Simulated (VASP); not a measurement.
Wanted: the native input for a VASP 6.6.1 run.

```
Task                   : single point
Functional             : PBEsol
Potentials or basis    : VASP PAW PBE potentials, release 64 (Na_pv, I)
Cutoff                 : 520 eV
k mesh                 : 6 × 6 × 6
Occupations            : gaussian, width 0.02 eV
Spin                   : no spin polarisation
Dipole correction      : no
Further INCAR settings : ALGO = Normal; EDIFF = 1e-06; NBANDS = 14
```

The structure of NaI lies in POSCAR:

```
NaI
1.0
    0.0000000000      3.2004113923      3.2004113923
    3.2004113923      0.0000000000      3.2004113923
    3.2004113923      3.2004113923      0.0000000000
Na I
1 1
Direct
    0.0000000000      0.0000000000      0.0000000000
    0.5000000000      0.5000000000      0.5000000000
```

One way to write it, as run:

INCAR

```
ALGO = Normal
EDIFF = 1E-6
ENCUT = 520
GGA = PS
ISIF = 2
ISMEAR = 0
LASPH = T
LCHARG = F
LREAL = F
LWAVE = F
NBANDS = 14
NELM = 100
PREC = Accurate
SIGMA = 0.02
```

KPOINTS

```
k-points
0
Gamma
  6 6 6
```

Potentials or basis: VASP PAW PBE potentials, release 64 (Na_pv, I).

Run with:

```bash
$ cat potpaw_PBE.64/Na_pv/POTCAR potpaw_PBE.64/I/POTCAR > POTCAR
$ mpirun -np 1 vasp_std > vasp.out
```

It gave:

```json
{
  "Pressure": "0.1 GPa",
  "Band gap on the k mesh": "3.59 eV, direct"
}
```

Caveat: the PAW data sets were made with another functional, which shifts forces and pressure a little; spin-orbit coupling is left out, which moves the levels of the heavy elements.

It took 8.2 s on 1 thread of Intel(R) Xeon(R) Platinum 8559C (Emerald Rapids) (shared host), peak memory 0.2 GiB.
